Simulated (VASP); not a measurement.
Runs of VASP 6.6.1 on Al2H. The structure is that of space group I4/mcm (No. 140), or close to it. The cells are those of the table. 

```csv
task,cell,k mesh,cutoff (eV),gap on the mesh (eV),pressure (GPa),relaxed volume (Å³/atom),largest force (eV/Å)
relaxation of cell and atoms,"relaxed from a = 4.471 Å, angles 105.4, 105.4, 117.9°, 6 atoms",6 × 6 × 6,600,none,0.0,12.01,-
relaxation of cell and atoms,"relaxed from a = 4.567 Å, angles 105.3, 105.3, 118.2°, 6 atoms",10 × 10 × 10,600,none,0.0,12.01,0.01
single point,"a = 4.558 Å, angles 106.2, 106.2, 116.3°, 6 atoms",10 × 10 × 10,520,none,-0.1,-,-
single point,"a = 4.567 Å, angles 105.3, 105.3, 118.2°, 6 atoms",6 × 6 × 6,520,none,0.0,-,(a)
single point,"a = 4.471 Å, angles 105.4, 105.4, 117.9°, 6 atoms",6 × 6 × 6,520,none,5.5,-,0.09
```

Alike in all rows: level PBE; potentials or basis VASP PAW PBE potentials, release 64 (Al, H); no spin polarisation; smearing gaussian 0.1 eV.

Question: Fill in the values left out.

Answer: (a) 0.02.

A gap of «none» marks levels without a gap at the run's occupations.
